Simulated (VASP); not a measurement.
# SiBF (Pmmm) in VASP: further runs

The runs below take SiBF through single point, relaxation of cell and atoms, with PBE.

Program: VASP 6.6.1. These are calculated values, not measurements. Logs are shortened: lines on timing, memory, paths and dates and some standing lists are left out, and cuts for length are marked.

## 1. The cell of the first run

It takes space group Pmmm (No. 47, orthorhombic). Conventional cell: a = 2.436 Å, b = 3.359 Å, c = 4.759 Å, α = 90.00°, β = 90.00°, γ = 90.00°. Within 2.2 Å of Si (site symmetry mmm) lie 2 F at 1.68 Å and 4 B at 2.07 Å. B (site symmetry mmm) has 2 F at 1.22 Å within 1.6 Å. Within 1.6 Å of F (site symmetry mmm) lie 2 B at 1.22 Å.

The cell was built from a structure type or drawn by symmetry, and may not be a known phase.

## 2. Single point, PBE

The input, INCAR:

```
PREC = Accurate ; ENCUT = 520
EDIFF = 1E-6 ; ISMEAR = 0
SIGMA = 0.1 ; LREAL = F
LASPH = T ; NELM = 100
ALGO = Normal ; ISIF = 2
LWAVE = F ; LCHARG = F
GGA = PE ; NBANDS = 14
```

The input, KPOINTS:

```
regular mesh
0
Gamma
  8 6 4
```

The input, POSCAR:

```
SiBF
1.0
    2.4355821600      0.0000000000      0.0000000000
    0.0000000000      3.3593380000      0.0000000000
    0.0000000000      0.0000000000      4.7585269100
Si B F
1 1 1
Direct
    0.0000000000      0.5000000000      0.0000000000
    0.5000000000      0.0000000000      0.0000000000
    0.0000000000      0.0000000000      0.0000000000
```

Potentials or basis: VASP PAW PBE potentials, release 64 (Si, B, F).

Command:

```
$ cat potpaw_PBE.64/Si/POTCAR potpaw_PBE.64/B/POTCAR potpaw_PBE.64/F/POTCAR > POTCAR
$ mpirun -np 1 vasp_std > vasp.out
```

OUTCAR:

```text
PREC = Accurate
   ENCUT = 520
   EDIFF = 1E-6
   ISMEAR = 0
   LREAL = F
   LASPH = T
   NELM = 100
   ISIF = 2
   GGA = PE

 ion  position               nearest neighbor table
   1  0.000  0.500  0.000-   3 1.68   3 1.68   2 2.07   2 2.07   2 2.07   2 2.07
   2  0.500  0.000  0.000-   3 1.22   3 1.22   1 2.07   1 2.07   1 2.07   1 2.07
   3  0.000  0.000  0.000-   2 1.22   2 1.22   1 1.68   1 1.68

  LATTYP: Found a simple orthorhombic cell.
 ALAT       =     2.4355821600
 B/A-ratio  =     1.3792751709
 C/A-ratio  =     1.9537533934

  Lattice vectors:

 A1 = (   2.4355821600,   0.0000000000,   0.0000000000)
 A2 = (   0.0000000000,   3.3593380000,   0.0000000000)
 A3 = (   0.0000000000,   0.0000000000,   4.7585269100)

Analysis of symmetry for initial positions (statically):
=====================================================================
 Subroutine PRICEL returns:
 Original cell was already a primitive cell.

 Routine SETGRP: Setting up the symmetry group for a
 simple orthorhombic supercell.

 Subroutine GETGRP returns: Found  8 space group operations
 (whereof  8 operations were pure point group operations)
 out of a pool of  8 trial point group operations.

The static configuration has the point symmetry D_2h.

Analysis of symmetry for dynamics (positions and initial velocities):
=====================================================================
 Subroutine PRICEL returns:
 Original cell was already a primitive cell.

 Routine SETGRP: Setting up the symmetry group for a
 simple orthorhombic supercell.

 Subroutine GETGRP returns: Found  8 space group operations
 (whereof  8 operations were pure point group operations)
 out of a pool of  8 trial point group operations.

The dynamic configuration has the point symmetry D_2h.

 Subroutine INISYM returns: Found  8 space group operations
 (whereof  8 operations are pure point group operations),
 and found     1 'primitive' translations

----------------------------------------------------------------------------------------

                                     Primitive cell

  volume of cell :      38.9340

  direct lattice vectors                    reciprocal lattice vectors
     2.435582160  0.000000000  0.000000000     0.410579457  0.000000000  0.000000000
     0.000000000  3.359338000  0.000000000     0.000000000  0.297677697  0.000000000
     0.000000000  0.000000000  4.758526910     0.000000000  0.000000000  0.210149069

  length of vectors
     2.435582160  3.359338000  4.758526910     0.410579457  0.297677697  0.210149069

  position of ions in fractional coordinates (direct lattice)
     0.000000000  0.500000000  0.000000000
     0.500000000  0.000000000  0.000000000
     0.000000000  0.000000000  0.000000000

  ion indices of the primitive-cell ions
   primitive index   ion index
                 1           1
                 2           2
                 3           3

----------------------------------------------------------------------------------------

 KPOINTS: regular mesh

Automatic generation of k-mesh.
 Grid dimensions read from file:
 generate k-points for:    8    6    4

 Generating k-lattice:

  Cartesian coordinates                     Fractional coordinates (reciprocal lattice)
     0.051322432  0.000000000  0.000000000     0.125000000  0.000000000  0.000000000
     0.000000000  0.049612950  0.000000000     0.000000000  0.166666667  0.000000000
     0.000000000  0.000000000  0.052537267     0.000000000  0.000000000  0.250000000

  Length of vectors
     0.051322432  0.049612950  0.052537267

  Shift w.r.t. Gamma in fractional coordinates (k-lattice)
     0.000000000  0.000000000  0.000000000

 Subroutine IBZKPT returns following result:
 ===========================================

 Found     60 irreducible k-points:

 Following reciprocal coordinates:
            Coordinates               Weight
  0.000000  0.000000  0.000000      1.000000
  0.125000  0.000000  0.000000      2.000000
  0.250000  0.000000  0.000000      2.000000
  0.375000  0.000000  0.000000      2.000000
  0.500000  0.000000  0.000000      1.000000
  0.000000  0.166667  0.000000      2.000000
[... 16 lines left out ...]
  0.250000  0.000000  0.250000      4.000000
  0.375000  0.000000  0.250000      4.000000
 [... further k-points ...]
   k-points           NKPTS =     60   k-points in BZ     NKDIM =     60   number of bands    NBANDS=     14
   number of dos      NEDOS =    301   number of ions     NIONS =      3
   total plane-waves  NPLWV =  18144
   dimension x,y,z NGX =    18 NGY =   28 NGZ =   36
   dimension x,y,z NGXF=    36 NGYF=   56 NGZF=   72
   ions per type =               1   1   1
   NGX,Y,Z   is equivalent  to a cutoff of  12.29, 13.86, 12.58 a.u.
   NGXF,Y,Z  is equivalent  to a cutoff of  24.57, 27.71, 25.15 a.u.
 SYSTEM =  unknown system
   PREC   = accura    normal or accurate (medium, high low for compatibility)
   ISTART =      0    job   : 0-new  1-cont  2-samecut
   ICHARG =      2    charge: 1-file 2-atom 10-const
   ISPIN  =      1    spin polarized calculation?
   LNONCOLLINEAR =      F non collinear calculations
   LSORBIT =      F    spin-orbit coupling
   LASPH  =      T    aspherical Exc in radial PAW
   ENCUT  =  520.0 eV  38.22 Ry    6.18 a.u.   4.53  6.25  8.85*2*pi/ulx,y,z
   NELM   =    100;   NELMIN=  2; NELMDL= -5     # of ELM steps
   EDIFF  = 0.1E-05   stopping-criterion for ELM
   LREAL  =      F    real-space projection
   EDIFFG = 0.1E-04   stopping-criterion for IOM
   NSW    =      0    number of steps for IOM
   IBRION =     -1    ionic relax: 0-MD 1-quasi-New 2-CG
   NFREE  =      0    steps in history (QN), initial steepest desc. (CG)
   ISIF   =      2    stress and relaxation
   ISYM   =      2    0-nonsym 1-usesym 2-fastsym
   POTIM  = 0.5000    time-step for ionic-motion
   TEBEG  =    0.0;   TEEND  =   0.0 temperature during run
   PSTRESS=    0.0 pullay stress
   NELECT =      14.0000    total number of electrons
   NUPDOWN=      -1.0000    fix difference up-down
   EMIN   =  10.00;   EMAX   =-10.00  energy-range for DOS
   EFERMI =   0.00;   METHOD = LEGACY
   ISMEAR =     0;   SIGMA  =   0.10  broadening in eV -4-tet -1-fermi 0-gaus
   EFERMI_NEDOS =   21; number of points for ismear=-14 and -15
   IALGO  =     38    algorithm
   IMIX   =      4    mixing-type and parameters
     AMIX     =   0.40;   BMIX     =  1.00
     AMIX_MAG =   1.60;   BMIX_MAG =  1.00
  volume/ion in A,a.u.               =      12.98        87.58
  Fermi-wavevector in a.u.,A,eV,Ry     =   1.164147  2.199919 18.439137  1.355238
  Thomas-Fermi vector in A             =   2.300688
   LORBIT       =      0    0 simple, 1 ext, 2 COOP (PROOUT), +10 PAW based schemes
   GGA     = PE    functional components
   LHFCALC =     F    Hartree Fock is set to
   AEXX    =    0.0000 exact exchange contribution
   IVDW    =     0    specifies the selected vdW correction
   LEPSILON=     F    determine dielectric tensor
   LRPA    =     F    only Hartree local field effects (RPA)
 non-spin polarized calculation
 Gauss-broadening in eV      SIGMA  =   0.10
  energy-cutoff  :      520.00
  volume of cell :       38.93
 maximum number of plane-waves:      1076
   NGX =  9   NGY = 13   NGZ = 17

 number of electron      13.9999993 magnetization

 Free energy of the ion-electron system (eV)
  ---------------------------------------------------
  ext. energy  EPLUGINS =         0.00000000
  ---------------------------------------------------
  free energy    TOTEN  =         0.10539445 eV

  energy without entropy =        0.11178494  energy(sigma->0) =        0.10858970

 E-fermi :   5.7220     XC(G=0):  -9.0608

 val. band max:        5.7148453433   @ k =   0.3750   0.1667   0.2500
 cond. band min:       5.7435629791   @ k =   0.5000   0.5000   0.0000
 fundamental gap:      0.0287176358
 Fermi energy:         5.7219551130

 k-point     1 :       0.0000    0.0000    0.0000
  band No.  band energies     occupation
      1     -31.2462      2.00000
      2     -15.5457      2.00000
      3     -13.6732      2.00000
      4     -10.8594      2.00000
      5      -4.4601      2.00000
      6       3.8859      2.00000
      7       6.6367      0.00000
      8       7.1628      0.00000
      9       9.7197      0.00000
     10      11.9132      0.00000
     11      12.2562      0.00000
     12      16.3487      0.00000
     13      18.3206      0.00000
     14      18.3948      0.00000

 k-point     2 :       0.1250    0.0000    0.0000
  band No.  band energies     occupation
      1     -31.2743      2.00000
      2     -15.5585      2.00000
      3     -13.4996      2.00000
      4     -10.6750      2.00000
      5      -4.0061      2.00000
      6       3.9956      2.00000
      7       6.2233      0.00000
      8       6.9892      0.00000
      9       9.4080      0.00000
     10      11.0037      0.00000
     11      12.6158      0.00000
     12      14.3619      0.00000
     13      16.9673      0.00000
     14      20.0802      0.00000

 k-point     3 :       0.2500    0.0000    0.0000
  band No.  band energies     occupation
      1     -31.3411      2.00000
      2     -15.5788      2.00000
      3     -13.0457      2.00000
      4     -10.1917      2.00000
      5      -2.7388      2.00000
      6       4.0962      2.00000
      7       4.1645      2.00000
      8       7.1655      0.00000
      9       8.5563      0.00000
     10       9.3675      0.00000
     11      13.6662      0.00000
     12      13.8844      0.00000
     13      16.4909      0.00000
     14      18.4987      0.00000
[... 324 lines left out ...]
 k-point    23 :       0.2500    0.0000    0.2500
  band No.  band energies     occupation
      1     -31.3409      2.00000
      2     -15.5782      2.00000
      3     -13.0455      2.00000
      4     -10.2017      2.00000
      5      -2.6784      2.00000
      6       3.6227      2.00000
      7       4.1708      2.00000
      8       7.4482      0.00000
      9       8.8953      0.00000
     10       9.8640      0.00000
     11      13.4057      0.00000
     12      13.9051      0.00000
     13      16.7174      0.00000
     14      17.4764      0.00000

 k-point    24 :       0.3750    0.0000    0.2500
  band No.  band energies     occupation
      1     -31.4072      2.00000
      2     -15.5841      2.00000
      3     -12.5292      2.00000
      4      -9.6456      2.00000
      5      -0.8467      2.00000
      6       2.3162      2.00000
      7       3.4819      2.00000
      8       4.7835      2.00000
      9       8.1910      0.00000
     10      11.4736      0.00000
     11      15.0102      0.00000
     12      15.1023      0.00000
     13      15.5633      0.00000
     14      16.8106      0.00000

 [... further k-points ...]
[... 5 lines left out ...]
  --------------------------------------------------------------------------------------
  -------------------------------------------------------------------------------------
  Total       39.6167870     36.9194093     -0.2172953      0.0000000      0.0000000      0.0000000
  in kB     1630.2748052   1519.2747129     -8.9419428      0.0000000      0.0000000      0.0000000
  external PRESSURE =    1046.8691918 kB  Pullay stress =       0.0000000 kB

 VOLUME and BASIS-vectors are now :
 -----------------------------------------------------------------------------
  energy-cutoff  :      520.00
  volume of cell :       38.93
      direct lattice vectors                 reciprocal lattice vectors
     2.435582160  0.000000000  0.000000000     0.410579457  0.000000000  0.000000000
     0.000000000  3.359338000  0.000000000     0.000000000  0.297677697  0.000000000
     0.000000000  0.000000000  4.758526910     0.000000000  0.000000000  0.210149069

 POSITION                                       TOTAL-FORCE (eV/Angst)
 -----------------------------------------------------------------------------------
      0.00000      1.67967      0.00000         0.000000      0.000000      0.000000
      1.21779      0.00000      0.00000         0.000000      0.000000      0.000000
      0.00000      0.00000      0.00000         0.000000      0.000000      0.000000
 -----------------------------------------------------------------------------------
    total drift:                               -0.000000     -0.000000      0.000000

  FREE ENERGIE OF THE ION-ELECTRON SYSTEM (eV)
  ---------------------------------------------------
  free  energy   TOTEN  =         0.1053944490 eV

  energy  without entropy=        0.1117849431  energy(sigma->0) =        0.10858970
```

Wall time 57 s (1 thread of Oxide Virtual Turin-like, shared host); peak memory 0.12 GiB.

Results:

| Item | Value |
| --- | --- |
| Free energy | 0.1054 eV |
| Pressure | 104.7 GPa |
| Band gap on the k mesh | zero (bands 7 and 8 overlap by 4.14 eV) |

Caveat: the cell stands under pressure.

## 3. Single point, PBE

This run uses another cell than the first one, of 14.28 Å³/atom.

The input, INCAR:

```
SYSTEM = SiBF
PREC     = Accurate       ! precision mode
ENCUT    = 520            ! plane-wave cutoff, eV
EDIFF    = 1E-7           ! SCF threshold, eV
ISMEAR   = 0              ! smearing method
SIGMA    = 0.1            ! smearing width, eV
LREAL    = .False.        ! projectors in reciprocal space
LASPH    = .True.         ! aspherical terms in the spheres
NELM     = 80             ! most SCF steps
ALGO     = Normal         ! electronic algorithm
ISIF     = 2              ! what is computed and relaxed
LWAVE    = .False.        ! write WAVECAR
LCHARG   = .False.        ! write CHGCAR
GGA      = PE             ! functional
NBANDS   = 14             ! bands
```

The input, KPOINTS:

```
Automatic mesh
0
Gamma
  8 6 4
  0 0 0
```

The input, POSCAR:

```
SiBF
1.0
    2.1932177193      0.0000000000      0.0000000000
    0.0000000000      3.7087520810      0.0000000000
    0.0000000000      0.0000000000      5.2655237635
Si B F
1 1 1
Direct
    0.0000000000      0.5000000000      0.0000000000
    0.0000000000      0.0000000000      0.5000000000
    0.0000000000      0.0000000000      0.0000000000
```

Potentials or basis: VASP PAW PBE potentials, release 64 (Si, B, F).

Command:

```
$ cat potpaw_PBE.64/Si/POTCAR potpaw_PBE.64/B/POTCAR potpaw_PBE.64/F/POTCAR > POTCAR
$ mpirun -np 1 vasp_std > vasp.out
```

Run time: 35 s. Hardware: 1 thread of Oxide Virtual Turin-like, shared host; peak memory 0.13 GiB.

Results (log left out):

```yaml
Free_energy: -12.0809 eV
Pressure: 0.2 GPa
Band_gap_on_the_k_mesh: zero (bands 7 and 8 overlap by 2.69 eV)
```

Stress tensor (GPa, compression positive):
```
-0.05  0.00  0.00
 0.00  0.68  0.00
 0.00  0.00 -0.14
```

Levels at points of the mesh, in eV from the Fermi level:
```tsv
k point	band 4	band 5	band 6	band 7	band 8	band 9	band 10	band 11
(0.00, 0.00, 0.00)	-8.41	-7.21	-4.30	-1.63	0.53	2.13	6.06	6.97
(0.50, 0.00, 0.00)	-6.66	-3.08	-2.20	-2.16	0.69	2.90	4.30	4.70
(0.00, 0.50, 0.00)	-7.30	-4.80	-4.30	-2.35	-1.52	0.41	2.34	9.48
(0.50, 0.50, 0.00)	-6.53	-4.61	-2.27	-0.72	1.15	3.77	4.01	4.27
(0.00, 0.00, 0.50)	-9.26	-6.16	-4.30	-0.68	-0.38	0.36	6.27	8.77
(0.50, 0.00, 0.50)	-6.73	-2.80	-2.74	-1.08	-0.80	4.01	4.22	5.56
(0.00, 0.50, 0.50)	-5.84	-4.54	-4.30	-4.12	-1.17	1.36	3.37	6.44
(0.50, 0.50, 0.50)	-6.58	-4.59	-2.36	-0.31	1.48	2.16	3.31	4.99
```

## 4. Relaxation of cell and atoms, PBE

This run uses another cell than the first one, of 12.32 Å³/atom.

The input, INCAR:

```
SYSTEM = SiBF
  PREC = Accurate
  ENCUT = 600
  EDIFF = 1E-6
  ISMEAR = 0
  SIGMA = 0.1
  LREAL = .FALSE.
  LASPH = .TRUE.
  NELM = 100
  ALGO = Normal
  ISIF = 3
  LWAVE = .FALSE.
  LCHARG = .FALSE.
  GGA = PE
  IBRION = 2
  NSW = 90
  EDIFFG = -0.04
```

The input, KPOINTS:

```
regular mesh
0
G
  8 4 4
  0 0 0
```

The input, POSCAR:

```
SiBF
1.0
    2.2564678691      0.0000000000      0.0000000000
    0.0000000000      3.9839664867      0.0000000000
    0.0000000000      0.0000000000      4.1104742435
Si B F
1 1 1
Direct
    0.0000000000      0.5000000000      0.0000000000
    0.0000000000      0.0000000000      0.5000000000
    0.0000000000      0.0000000000      0.0000000000
```

Command:

```
$ cat potpaw_PBE.64/Si/POTCAR potpaw_PBE.64/B/POTCAR potpaw_PBE.64/F/POTCAR > POTCAR
$ mpirun -np 1 vasp_std > vasp.out
```

It took 2.1 min on 1 thread of Oxide Virtual Turin-like, shared host; peak memory 0.13 GiB.

Results (log left out):

* Free energy: -12.0157 eV
* Relaxed volume: 12.51 Å³/atom
* Relaxed cell: a = 2.219 Å, b = 3.953 Å, c = 4.278 Å, α = 90.00°, β = 90.00°, γ = 90.00°
* Space group after relaxing (to 0.1 Å): Pmmm (No. 47)
* Energy gained by relaxing: 3.7 meV/atom
* Ionic steps: 9
* Pressure after relaxing: 0.1 GPa
* Band gap on the k mesh: zero (bands 7 and 8 overlap by 2.13 eV)

Stress tensor (GPa, compression positive):
```
-0.06  0.00  0.00
 0.00  0.14  0.00
 0.00  0.00  0.35
```

The path:
| step | energy change (eV) | largest force (eV/Å) | pressure (GPa) | volume (Å³) |
| --- | --- | --- | --- | --- |
| 1 | 0.0000 | 0.0000 | -0.24 | 36.95 |
| 2 | -0.0067 | 0.0000 | 0.48 | 36.85 |
| 3 | -0.0069 | 0.0000 | 0.66 | 36.83 |
| 4 | -0.0069 | 0.0000 | 0.67 | 36.82 |
| 5 | -0.0082 | 0.0000 | 0.20 | 37.09 |
| 6 | -0.0086 | 0.0000 | -0.50 | 37.42 |
| 7 | -0.0094 | 0.0000 | -0.44 | 37.48 |
| 8 | -0.0105 | 0.0000 | -0.30 | 37.64 |
| 9 | -0.0110 | 0.0000 | 0.14 | 37.52 |

Final structure:
```
Si B F
1.0
     2.21852    0.00000    0.00000
     0.00000    3.95323    0.00000
     0.00000    0.00000    4.27791
Si B F
1 1 1
Cartesian
  0.0000 1.9766 0.0000
  0.0000 0.0000 2.1390
  0.0000 0.0000 0.0000
```

Levels at points of the mesh, in eV from the Fermi level:
```tsv
k point	band 3	band 4	band 5	band 6	band 7	band 8	band 9	band 10	band 11
(0.00, 0.00, 0.00)	-10.47	-9.30	-6.65	-4.67	-1.02	-0.25	3.95	5.51	5.82
(0.50, 0.00, 0.00)	-8.99	-7.71	-3.70	-3.18	-2.03	0.82	3.43	3.69	5.25
(0.00, 0.50, 0.00)	-9.06	-7.46	-5.55	-4.67	-1.90	-1.03	1.41	2.49	9.54
(0.50, 0.50, 0.00)	-9.31	-7.64	-4.86	-2.22	-1.22	-0.26	3.87	4.70	5.34
(0.00, 0.00, 0.50)	-10.50	-9.72	-4.82	-4.66	-0.86	-0.65	0.43	4.44	9.87
(0.50, 0.00, 0.50)	-8.95	-8.00	-3.42	-3.08	-1.57	-0.53	3.06	4.35	5.45
(0.00, 0.50, 0.50)	-10.39	-5.18	-5.13	-4.66	-4.31	-1.31	3.06	3.72	8.92
(0.50, 0.50, 0.50)	-9.18	-7.87	-4.70	-2.73	0.22	0.38	1.13	3.09	4.11
```

Caveat: the k points lie up to 0.40 Å⁻¹ apart in the final cell, too coarse for converged energies and pressures of a metal.

## 5. Summary

```csv
task,cell,k mesh,cutoff (eV),gap on the mesh (eV),pressure (GPa)
single point,"a = 2.436, b = 3.359, c = 4.759 Å, 3 atoms, atomic positions A",8 × 6 × 4,520,none,104.7
single point,"a = 2.193, b = 3.709, c = 5.266 Å, 3 atoms, atomic positions B",8 × 6 × 4,520,none,0.2
relaxation of cell and atoms,"relaxed from a = 2.256, b = 3.984, c = 4.110 Å, 3 atoms, atomic positions B",8 × 4 × 4,600,none,0.1
```

Alike in all rows: level PBE; potentials or basis VASP PAW PBE potentials, release 64 (Si, B, F); no spin polarisation; smearing gaussian 0.1 eV.

Caveats: some runs use coarse meshes; the cell stands under pressure (at least some runs).

Absolute energies hang on the potentials; compare differences alone.
